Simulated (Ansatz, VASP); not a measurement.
**Lu: VASP beside Ansatz**

The input INCAR:

```
ALGO     = Normal         # electronic algorithm
EDIFF    = 1E-7           # SCF threshold, eV
ENCUT    = 520            # plane-wave cutoff, eV
GGA      = RP             # functional
ISIF     = 2              # what is computed and relaxed
ISMEAR   = -1             # smearing method
LASPH    = True           # aspherical terms in the spheres
LCHARG   = False          # write CHGCAR
LREAL    = False          # projectors in reciprocal space
LWAVE    = False          # write WAVECAR
NBANDS   = 18             # bands
NELM     = 60             # most SCF steps
PREC     = Accurate       # precision mode
SIGMA    = 0.1            # smearing width, eV
```

KPOINTS

```
k-points
0
Gamma
  12 12 12
```

Contents of POSCAR:

```
Lu
1.0
    0.0000000000      2.3789623646      2.3789623646
    2.3789623646      0.0000000000      2.3789623646
    2.3789623646      2.3789623646      0.0000000000
Lu
1
Direct
    0.0000000000      0.0000000000      0.0000000000
```

Input for Ansatz:

```yaml
crystal:
  lattice:
    - [0.0, 2.3789623646, 2.3789623646]
    - [2.3789623646, 0.0, 2.3789623646]
    - [2.3789623646, 2.3789623646, 0.0]
  atoms:
    - { symbol: Lu, position: [0.0, 0.0, 0.0] }
hamiltonian:
  xc: rpbe
  pseudopotentials:
    kind: paw
    azcp:
      Lu: "pseudopotentials/Lu.paw.azcp"
basis:
  ecutwfc: 420
  fft_grid_basis: typed
kpoints:
  mp_grid: { grid: [12, 12, 12], shift: [0, 0, 0] }
magnetization:
  spin_polarized: false
scf:
  occupations: { method: fermi_dirac, width: 0.1 }
  lower_state_search: "off"
output:
  stress: true
```

Alike in both runs: task single point; functional RPBE; k mesh 12 × 12 × 12; occupations fermi-dirac, width 0.1 eV; no spin polarisation.

|  | VASP | Ansatz |
| --- | --- | --- |
| version | VASP 6.6.1 | Ansatz 0.2.0 |
| potentials or method | VASP PAW PBE potentials, release 64 (Lu), cutoff 520 eV | plane waves (420 eV) with PAW, scalar-relativistic |
| valence electrons in the cell | 25 | 25 |

Ansatz gave:

- pressure (GPa): 6.1

**Question.** Estimate VASP's values.

**Answer.** Pressure (GPa): 6.2.

VASP's potentials were made for PBE, not for RPBE.

Neither program's run includes spin-orbit coupling.
